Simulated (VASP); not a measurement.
HfO2: single point with PBE

The system is HfO2.

```
Hf O
1.0
    -2.54881   -2.54881    0.00000
     2.54881   -2.54881    0.00000
    -1.01952   -1.01952   10.19522
Hf O
4 8
Direct
  0.42500 0.50000 0.18750
  0.82500 0.00000 0.43750
  0.22500 0.50000 0.68750
  0.62500 0.00000 0.93750
  0.47500 0.00000 0.06250
  0.87500 0.50000 0.31250
  0.27500 0.00000 0.56250
  0.67500 0.50000 0.81250
  0.37500 0.00000 0.31250
  0.77500 0.50000 0.56250
  0.17500 0.00000 0.81250
  0.97500 0.50000 0.06250
```

This cell differs from its parent crystal: the part above a cut slid along it.

- Program: VASP 6.6.1
- Task: single point
- Functional: PBE
- Potentials or basis: VASP PAW PBE potentials, release 64 (Hf_pv, O)
- Cutoff: 520 eV
- k mesh: 6 × 6 × 3
- Occupations: gaussian, width 0.05 eV
- Spin: no spin polarisation
- Dipole correction: no
- Further INCAR settings: ALGO = Normal; EDIFF = 1e-07; NBANDS = 56

```json
{
  "Pressure": "42.1 GPa",
  "Largest force": "83.763 eV/Å",
  "Band gap on the k mesh": "2.00 eV (least direct gap 2.19 eV)"
}
```

Forces on the atoms (eV/Å):
```
Hf    0.116   0.116   2.830
Hf   -0.001  -0.001   1.234
Hf   -0.045  -0.045   1.621
Hf  -15.344 -15.344 -80.904
O    15.202  15.202  76.241
O     0.025   0.025  -0.027
O     0.014   0.014  -0.664
O     0.255   0.255   0.712
O    -0.024  -0.024  -1.116
O     0.006   0.006  -0.450
O    -0.902  -0.902   0.310
O     0.698   0.698   0.212
```

Stress tensor (GPa, compression positive):
```
  5.23   0.73  25.88
  0.73   5.23  25.88
 25.88  25.88 115.79
```

Levels at points of the mesh, in eV from the valence-band top:
```
           k point  band 41  band 42  band 43  band 44  band 45  band 46  band 47  band 48
(0.00, 0.00, 0.00)    -1.08    -0.86    -0.32    -0.19     2.01     3.09     3.52     3.89
(0.50, 0.00, 0.00)    -1.89    -1.63    -1.23    -0.90     2.60     3.81     3.83     4.13
(0.00, 0.50, 0.00)    -1.81    -1.64    -0.96    -0.81     2.90     3.35     3.83     4.27
(0.50, 0.50, 0.00)    -1.34    -0.67    -0.20     0.00     3.02     3.22     3.99     4.19
```

Wall time 9.6 min on 1 thread of Intel(R) Xeon(R) Platinum 8259CL CPU @ 2.50GHz (Skylake/Cascade Lake) (shared host), peak memory 0.37 GiB.

Caveat: the cell differs from its parent crystal (the part above a cut slid along it); atoms lie so close that the PAW spheres overlap strongly, which falsifies energies and pressures; the stress differs along the axes, from 5 to 116 GPa; spin-orbit coupling is left out, which moves the levels of the heavy elements; forces of over 1 eV/Å act on the atoms, so gaps and moduli don't describe the material at rest. A k mesh can miss the band edges.
